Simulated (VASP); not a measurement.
# Zr2Si4GePd (Pmmn) in VASP: further runs

Runs on Zr2Si4GePd. Level: PBE. Tasks: single point.

All numbers are computed with VASP 6.6.1; they aren't measurements. Logs are shortened: lines on timing, memory, paths and dates and some standing lists are left out, and cuts for length are marked.

## Step 1: The cell of the first run

Symmetry: Pmmn, No. 59, orthorhombic system. Conventional cell: a = 3.592 Å, b = 3.977 Å, c = 19.274 Å, α = 90.00°, β = 90.00°, γ = 90.00°. Within 3.8 Å of Zr (site symmetry mm2) lie 10 Si at 2.76 to 3.77 Å and 4 Pd at 3.08 Å and 4 Zr at 3.59 to 3.62 Å. Within 3.7 Å of Zr (site symmetry mm2) lie 8 Si at 2.82 to 3.49 Å and 4 Ge at 3.05 Å and 4 Zr at 3.59 to 3.62 Å. Within 3.2 Å of Si (site symmetry mm2) lie 4 Pd at 2.42 to 2.46 Å and 4 Si at 2.70 Å. Si (site symmetry mm2) has 2 Si at 2.35 Å and 1 Pd at 2.37 Å and 6 Zr at 2.81 to 2.82 Å within 3.1 Å. Within 3.3 Å of Si (site symmetry mm2) lie 4 Ge at 2.50 to 3.21 Å and 4 Si at 2.91 Å. Si (site symmetry mm2) has 2 Si at 2.35 Å and 1 Ge at 2.40 Å and 6 Zr at 2.76 to 2.84 Å within 3.1 Å. Within 3.3 Å of Ge (site symmetry mm2) lie 5 Si at 2.40 to 3.21 Å and 4 Zr at 3.05 Å. Within 3.1 Å of Pd (site symmetry mm2) lie 5 Si at 2.37 to 2.46 Å and 4 Zr at 3.08 Å.

## Step 2: Single point, PBE

File INCAR:

```
PREC = Accurate ; ENCUT = 520
EDIFF = 1E-7 ; ISMEAR = 0
SIGMA = 0.2 ; LREAL = Auto
LASPH = T ; NELM = 80
ALGO = Normal ; ISIF = 2
LWAVE = F ; LCHARG = F
GGA = PE ; NBANDS = 78
```

File KPOINTS:

```
Automatic mesh
0
Gamma
  4 4 1
```

File POSCAR:

```
Zr2Si4GePd
1.0
    3.9766045332      0.0000000000      0.0000000000
    0.0000000000      3.5918331308      0.0000000000
    0.0000000000      0.0000000000     19.2743935894
Zr Si Ge Pd
4 8 2 2
Direct
    0.5000000000      0.0000000000      0.1582557574
    0.0000000000      0.5000000000      0.8417442426
    0.5000000000      0.5000000000      0.6846502989
    0.0000000000      0.0000000000      0.3153497011
    0.5000000000      0.5000000000      0.0077289618
    0.0000000000      0.0000000000     -0.0077289618
    0.0000000000      0.5000000000      0.2023382667
    0.5000000000      0.0000000000      0.7976617333
    0.5000000000      0.0000000000      0.5295905187
    0.0000000000      0.5000000000      0.4704094813
    0.5000000000      0.5000000000      0.2671033886
    0.0000000000      0.0000000000      0.7328966114
    0.5000000000      0.5000000000      0.3914039330
    0.0000000000      0.0000000000      0.6085960670
    0.5000000000      0.0000000000      0.9206142235
    0.0000000000      0.5000000000      0.0793857765
```

Potentials or basis: VASP PAW PBE potentials, release 64 (Zr_sv, Si, Ge_d, Pd).

Run with:

```sh
> cat potpaw_PBE.64/Zr_sv/POTCAR potpaw_PBE.64/Si/POTCAR potpaw_PBE.64/Ge_d/POTCAR potpaw_PBE.64/Pd/POTCAR > POTCAR
> mpirun -np 1 vasp_std > vasp.out
```

OUTCAR:

```text
PREC = Accurate
   ENCUT = 520
   EDIFF = 1E-7
   ISMEAR = 0
   LREAL = Auto
   LASPH = T
   NELM = 80
   ISIF = 2
   GGA = PE

 ion  position               nearest neighbor table
   1  0.500  0.000  0.158-  11 2.76  11 2.76   7 2.81   7 2.81   7 2.81   7 2.81  16 3.08  16 3.08
                            16 3.08  16 3.08   5 3.41   5 3.41   4 3.62   4 3.62
   2  0.000  0.500  0.842-  12 2.76  12 2.76   8 2.81   8 2.81   8 2.81   8 2.81  15 3.08  15 3.08
                            15 3.08  15 3.08   6 3.41   6 3.41   3 3.62   3 3.62
   3  0.500  0.500  0.685-   8 2.82   8 2.82  12 2.84  12 2.84  12 2.84  12 2.84  14 3.05  14 3.05
                            14 3.05  14 3.05   9 3.49   9 3.49   2 3.62   2 3.62
   4  0.000  0.000  0.315-   7 2.82   7 2.82  11 2.84  11 2.84  11 2.84  11 2.84  13 3.05  13 3.05
                            13 3.05  13 3.05  10 3.49  10 3.49   1 3.62   1 3.62
   5  0.500  0.500  0.008-  16 2.42  16 2.42  15 2.46  15 2.46   6 2.70   6 2.70   6 2.70   6 2.70
                             1 3.41   1 3.41
   6  0.000  0.000  0.992-  15 2.42  15 2.42  16 2.46  16 2.46   5 2.70   5 2.70   5 2.70   5 2.70
                             2 3.41   2 3.41
   7  0.000  0.500  0.202-  11 2.35  11 2.35  16 2.37   1 2.81   1 2.81   1 2.81   1 2.81   4 2.82
                             4 2.82
   8  0.500  0.000  0.798-  12 2.35  12 2.35  15 2.37   2 2.81   2 2.81   2 2.81   2 2.81   3 2.82
                             3 2.82
   9  0.500  0.000  0.530-  14 2.50  14 2.50  10 2.91  10 2.91  10 2.91  10 2.91   3 3.49   3 3.49

  10  0.000  0.500  0.470-  13 2.50  13 2.50   9 2.91   9 2.91   9 2.91   9 2.91   4 3.49   4 3.49

  11  0.500  0.500  0.267-   7 2.35   7 2.35  13 2.40   1 2.76   1 2.76   4 2.84   4 2.84   4 2.84
                             4 2.84
  12  0.000  0.000  0.733-   8 2.35   8 2.35  14 2.40   2 2.76   2 2.76   3 2.84   3 2.84   3 2.84
                             3 2.84
  13  0.500  0.500  0.391-  11 2.40  10 2.50  10 2.50   4 3.05   4 3.05   4 3.05   4 3.05
  14  0.000  0.000  0.609-  12 2.40   9 2.50   9 2.50   3 3.05   3 3.05   3 3.05   3 3.05
  15  0.500  0.000  0.921-   8 2.37   6 2.42   6 2.42   5 2.46   5 2.46   2 3.08   2 3.08   2 3.08
                             2 3.08
  16  0.000  0.500  0.079-   7 2.37   5 2.42   5 2.42   6 2.46   6 2.46   1 3.08   1 3.08   1 3.08
                             1 3.08

  LATTYP: Found a simple orthorhombic cell.
 ALAT       =     3.5918331308
 B/A-ratio  =     1.1071239638
 C/A-ratio  =     5.3661717812

  Lattice vectors:

 A1 = (   0.0000000000,  -3.5918331308,   0.0000000000)
 A2 = (   3.9766045332,   0.0000000000,   0.0000000000)
 A3 = (   0.0000000000,   0.0000000000,  19.2743935894)

Analysis of symmetry for initial positions (statically):
=====================================================================
 Subroutine PRICEL returns:
 Original cell was already a primitive cell.

 Routine SETGRP: Setting up the symmetry group for a
 simple orthorhombic supercell.

 Subroutine GETGRP returns: Found  8 space group operations
 (whereof  4 operations were pure point group operations)
 out of a pool of  8 trial point group operations.

The static configuration has the point symmetry C_2v.
 The point group associated with its full space group is D_2h.

Analysis of symmetry for dynamics (positions and initial velocities):
=====================================================================
 Subroutine PRICEL returns:
 Original cell was already a primitive cell.

 Routine SETGRP: Setting up the symmetry group for a
 simple orthorhombic supercell.

 Subroutine GETGRP returns: Found  8 space group operations
 (whereof  4 operations were pure point group operations)
 out of a pool of  8 trial point group operations.

The dynamic configuration has the point symmetry C_2v.
 The point group associated with its full space group is D_2h.

 Subroutine INISYM returns: Found  8 space group operations
 (whereof  4 operations are pure point group operations),
 and found     1 'primitive' translations

----------------------------------------------------------------------------------------

                                     Primitive cell

  volume of cell :     275.3019

  direct lattice vectors                    reciprocal lattice vectors
     3.976604533  0.000000000  0.000000000     0.251470819  0.000000000  0.000000000
     0.000000000  3.591833131  0.000000000     0.000000000  0.278409370  0.000000000
     0.000000000  0.000000000 19.274393589     0.000000000  0.000000000  0.051882307

  length of vectors
     3.976604533  3.591833131 19.274393589     0.251470819  0.278409370  0.051882307

  position of ions in fractional coordinates (direct lattice)
     0.500000000  0.000000000  0.158255757
     0.000000000  0.500000000  0.841744243
     0.500000000  0.500000000  0.684650299
     0.000000000  0.000000000  0.315349701
     0.500000000  0.500000000  0.007728962
     0.000000000  0.000000000  0.992271038
[... 8 lines left out ...]
     0.500000000  0.000000000  0.920614224
     0.000000000  0.500000000  0.079385776

  ion indices of the primitive-cell ions
   primitive index   ion index
                 1           1
                 2           2
                 3           3
                 4           4
                 5           5
                 6           6
[... 8 lines left out ...]
                15          15
                16          16

----------------------------------------------------------------------------------------

 KPOINTS: Automatic mesh

Automatic generation of k-mesh.
 Grid dimensions read from file:
 generate k-points for:    4    4    1

 Generating k-lattice:

  Cartesian coordinates                     Fractional coordinates (reciprocal lattice)
     0.062867705  0.000000000  0.000000000     0.250000000  0.000000000  0.000000000
     0.000000000  0.069602343  0.000000000     0.000000000  0.250000000  0.000000000
     0.000000000  0.000000000  0.051882307     0.000000000  0.000000000  1.000000000

  Length of vectors
     0.062867705  0.069602343  0.051882307

  Shift w.r.t. Gamma in fractional coordinates (k-lattice)
     0.000000000  0.000000000  0.000000000

 Subroutine IBZKPT returns following result:
 ===========================================

 Found      9 irreducible k-points:

 Following reciprocal coordinates:
            Coordinates               Weight
  0.000000  0.000000  0.000000      1.000000
  0.250000  0.000000  0.000000      2.000000
  0.500000  0.000000  0.000000      1.000000
  0.000000  0.250000  0.000000      2.000000
  0.250000  0.250000  0.000000      4.000000
  0.500000  0.250000  0.000000      2.000000
  0.000000  0.500000  0.000000      1.000000
  0.250000  0.500000  0.000000      2.000000
  0.500000  0.500000  0.000000      1.000000
   k-points           NKPTS =      9   k-points in BZ     NKDIM =      9   number of bands    NBANDS=     78
   number of dos      NEDOS =    301   number of ions     NIONS =     16
   total plane-waves  NPLWV = 120960
   dimension x,y,z NGX =    30 NGY =   28 NGZ =  144
   dimension x,y,z NGXF=    60 NGYF=   56 NGZF=  288
   ions per type =               4   8   2   2
   NGX,Y,Z   is equivalent  to a cutoff of  12.54, 12.96, 12.42 a.u.
   NGXF,Y,Z  is equivalent  to a cutoff of  25.08, 25.92, 24.84 a.u.
 SYSTEM =  unknown system
   PREC   = accura    normal or accurate (medium, high low for compatibility)
   ISTART =      0    job   : 0-new  1-cont  2-samecut
   ICHARG =      2    charge: 1-file 2-atom 10-const
   ISPIN  =      1    spin polarized calculation?
   LNONCOLLINEAR =      F non collinear calculations
   LSORBIT =      F    spin-orbit coupling
   LASPH  =      T    aspherical Exc in radial PAW
   ENCUT  =  520.0 eV  38.22 Ry    6.18 a.u.   7.39  6.68 35.84*2*pi/ulx,y,z
   NELM   =     80;   NELMIN=  2; NELMDL= -5     # of ELM steps
   EDIFF  = 0.1E-06   stopping-criterion for ELM
   LREAL  =      T    real-space projection
   EDIFFG = 0.1E-05   stopping-criterion for IOM
   NSW    =      0    number of steps for IOM
   IBRION =     -1    ionic relax: 0-MD 1-quasi-New 2-CG
   NFREE  =      0    steps in history (QN), initial steepest desc. (CG)
   ISIF   =      2    stress and relaxation
   ISYM   =      2    0-nonsym 1-usesym 2-fastsym
   POTIM  = 0.5000    time-step for ionic-motion
   TEBEG  =    0.0;   TEEND  =   0.0 temperature during run
   PSTRESS=    0.0 pullay stress
   NELECT =     128.0000    total number of electrons
   NUPDOWN=      -1.0000    fix difference up-down
   EMIN   =  10.00;   EMAX   =-10.00  energy-range for DOS
   EFERMI =   0.00;   METHOD = LEGACY
   ISMEAR =     0;   SIGMA  =   0.20  broadening in eV -4-tet -1-fermi 0-gaus
   EFERMI_NEDOS =   21; number of points for ismear=-14 and -15
   IALGO  =     38    algorithm
   IMIX   =      4    mixing-type and parameters
     AMIX     =   0.40;   BMIX     =  1.00
     AMIX_MAG =   1.60;   BMIX_MAG =  1.00
  volume/ion in A,a.u.               =      17.21       116.11
  Fermi-wavevector in a.u.,A,eV,Ry     =   1.268260  2.396664 21.884756  1.608484
  Thomas-Fermi vector in A             =   2.401365
   LORBIT       =      0    0 simple, 1 ext, 2 COOP (PROOUT), +10 PAW based schemes
   GGA     = PE    functional components
   LHFCALC =     F    Hartree Fock is set to
   AEXX    =    0.0000 exact exchange contribution
   IVDW    =     0    specifies the selected vdW correction
   LEPSILON=     F    determine dielectric tensor
   LRPA    =     F    only Hartree local field effects (RPA)
 non-spin polarized calculation
 Gauss-broadening in eV      SIGMA  =   0.20
  energy-cutoff  :      520.00
  volume of cell :      275.30
 maximum number of plane-waves:      7454
 NGX is ok and might be reduce to    30
   NGX = 15   NGY = 13   NGZ = 71

 number of electron     127.9999997 magnetization

 Free energy of the ion-electron system (eV)
  ---------------------------------------------------
  ext. energy  EPLUGINS =         0.00000000
  ---------------------------------------------------
  free energy    TOTEN  =      -103.00286961 eV

  energy without entropy =     -102.86579786  energy(sigma->0) =     -102.93433373

 E-fermi :   9.5445     XC(G=0): -11.3089

 val. band max:        9.5421486935   @ k =   0.0000   0.0000   0.0000
 cond. band min:       9.5561652711   @ k =   0.0000   0.0000   0.0000
 fundamental gap:      0.0140165776
 Fermi energy:         9.5444954348

 k-point     1 :       0.0000    0.0000    0.0000
  band No.  band energies     occupation
      1     -39.7359      2.00000
      2     -39.7359      2.00000
      3     -39.7100      2.00000
      4     -39.7100      2.00000
      5     -17.9012      2.00000
      6     -17.9010      2.00000
[... 68 lines left out ...]
     75      11.2701      0.00000
     76      11.3108      0.00000

 k-point     2 :       0.2500    0.0000    0.0000
  band No.  band energies     occupation
      1     -39.7337      2.00000
      2     -39.7337      2.00000
      3     -39.7090      2.00000
      4     -39.7090      2.00000
      5     -17.8970      2.00000
      6     -17.8968      2.00000
[... 68 lines left out ...]
     75      11.3061      0.00000
     76      11.8063      0.00000

 k-point     3 :       0.5000    0.0000    0.0000
  band No.  band energies     occupation
      1     -39.7314      2.00000
      2     -39.7314      2.00000
      3     -39.7081      2.00000
      4     -39.7081      2.00000
      5     -17.9109      2.00000
      6     -17.9109      2.00000
[... 463 lines left out ...]
     75      12.2251      0.00000
     76      12.2251      0.00000

 k-point     9 :       0.5000    0.5000    0.0000
  band No.  band energies     occupation
      1     -39.7193      2.00000
      2     -39.7193      2.00000
      3     -39.6958      2.00000
      4     -39.6958      2.00000
      5     -17.9049      2.00000
      6     -17.9049      2.00000
[... 68 lines left out ...]
     75      12.1600      0.00000
     76      12.1601      0.00000
 [bands above 76 left out]

------------------------ aborting loop because EDIFF is reached ----------------------------------------

  FORCE on cell =-STRESS in cart. coord.  units (eV):
  Direction    XX          YY          ZZ          XY          YZ          ZX
  --------------------------------------------------------------------------------------
  -------------------------------------------------------------------------------------
  Total        0.4320567      0.0190829      1.2979110      0.0000000      0.0000000      0.0000000
  in kB        2.5144443      0.1110569      7.5534648      0.0000000      0.0000000      0.0000000
  external PRESSURE =       3.3929887 kB  Pullay stress =       0.0000000 kB

 VOLUME and BASIS-vectors are now :
 -----------------------------------------------------------------------------
  energy-cutoff  :      520.00
  volume of cell :      275.30
      direct lattice vectors                 reciprocal lattice vectors
     3.976604533  0.000000000  0.000000000     0.251470819  0.000000000  0.000000000
     0.000000000  3.591833131  0.000000000     0.000000000  0.278409370  0.000000000
     0.000000000  0.000000000 19.274393589     0.000000000  0.000000000  0.051882307

 POSITION                                       TOTAL-FORCE (eV/Angst)
 -----------------------------------------------------------------------------------
      1.98830      0.00000      3.05028         0.000000      0.000000     -0.000815
      0.00000      1.79592     16.22411         0.000000      0.000000      0.000815
      1.98830      1.79592     13.19622         0.000000      0.000000     -0.028534
      0.00000      0.00000      6.07817         0.000000      0.000000      0.028534
      1.98830      1.79592      0.14897         0.000000      0.000000     -0.038642
      0.00000      0.00000     19.12542         0.000000      0.000000      0.038642
[... 8 lines left out ...]
      1.98830      0.00000     17.74428         0.000000      0.000000     -0.043850
      0.00000      1.79592      1.53011         0.000000      0.000000      0.043850
 -----------------------------------------------------------------------------------
    total drift:                                0.000000     -0.000000      0.000000

  FREE ENERGIE OF THE ION-ELECTRON SYSTEM (eV)
  ---------------------------------------------------
  free  energy   TOTEN  =      -103.0028696089 eV

  energy  without entropy=     -102.8657978607  energy(sigma->0) =     -102.93433373
```

It took 13 min on 1 thread of Intel Xeon 8259CL, shared host; peak memory 0.43 GiB.

Results:

| Quantity | Value |
| --- | --- |
| Free energy | -103.0029 eV |
| Pressure | 0.3 GPa |
| Largest force | 0.044 eV/Å |
| Band gap on the k mesh | zero (bands 64 and 65 overlap by 0.74 eV) |

Forces in eV/Å, atoms in the order of the input:
```
Zr   0.000  0.000 -0.001
Zr   0.000  0.000  0.001
Zr   0.000  0.000 -0.029
Zr   0.000  0.000  0.029
Si   0.000  0.000 -0.039
Si   0.000  0.000  0.039
Si   0.000  0.000 -0.029
Si   0.000  0.000  0.029
Si   0.000  0.000  0.030
Si   0.000  0.000 -0.030
Si   0.000  0.000  0.009
Si   0.000  0.000 -0.009
Ge   0.000  0.000 -0.031
Ge   0.000  0.000  0.031
Pd   0.000  0.000 -0.044
Pd   0.000  0.000  0.044
```

Caveat: the k points lie up to 0.44 Å⁻¹ apart, too coarse for converged energies and pressures of a metal.

(Part 1 of 2 ends here.)

The gap in the log of VASP goes by the Fermi energy; the results here count the filled bands.